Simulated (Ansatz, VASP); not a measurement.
One calculation of Ga, two programs

INCAR

```
SYSTEM = Ga
PREC = Accurate
ENCUT = 520
EDIFF = 1E-6
ISMEAR = -1
SIGMA = 0.05
LREAL = .False.
LASPH = .True.
NELM = 60
ALGO = Normal
ISIF = 2
LWAVE = .False.
LCHARG = .True.
GGA = CA
LELF = .True.
LVHAR = .True.
NBANDS = 34
```

File KPOINTS:

```
regular mesh
0
Gamma
  6 6 5
  0 0 0
```

POSCAR

```
Ga
1.0
    3.8169570000     -2.3266300000      0.0000000000
    3.8169570000      2.3266300000      0.0000000000
    0.0000000000      0.0000000000      4.4882540000
Ga
4
Direct
    0.9903150000      0.3344500000      0.2500000000
    0.3344500000      0.9903150000      0.7500000000
    0.0096850000      0.6655500000      0.7500000000
    0.6655500000      0.0096850000      0.2500000000
```

Input for Ansatz:

```yaml
crystal:
  lattice:
    - [3.816957, -2.32663, 0.0]
    - [3.816957, 2.32663, 0.0]
    - [0.0, 0.0, 4.488254]
  atoms:
    - { symbol: Ga, position: [0.990315, 0.33445, 0.25] }
    - { symbol: Ga, position: [0.33445, 0.990315, 0.75] }
    - { symbol: Ga, position: [0.009685, 0.66555, 0.75] }
    - { symbol: Ga, position: [0.66555, 0.009685, 0.25] }
basis:
  ecutwfc: 450.0
kpoints:
  mp_grid:
    grid: [6, 6, 5]
hamiltonian:
  xc: lda
scf:
  convergence:
    dr2_threshold: 1.0e-10
  occupations:
    method: fermi_dirac
    width: 0.05
output:
  stress: true
```

Alike in both runs: task single point; functional LDA; k mesh 6 × 6 × 5; occupations fermi-dirac, width 0.05 eV; no spin polarisation.

|  | VASP | Ansatz |
| --- | --- | --- |
| version | VASP 6.6.1 | Ansatz 0.2.0 |
| potentials or method | VASP PAW LDA potentials, release 64 (Ga_d), cutoff 520 eV | plane waves, PAW |
| valence electrons in the cell | 52 | 52 |

```tsv
	VASP	Ansatz	Ansatz less VASP
pressure (GPa)	-2.4	-2.4	-0.06
traceless stress, the component that is largest in VASP (GPa)	-0.60	-0.56	+0.039
```

LDA's correlation is that of Perdew and Zunger in VASP and of Perdew and Wang (1992) in Ansatz.
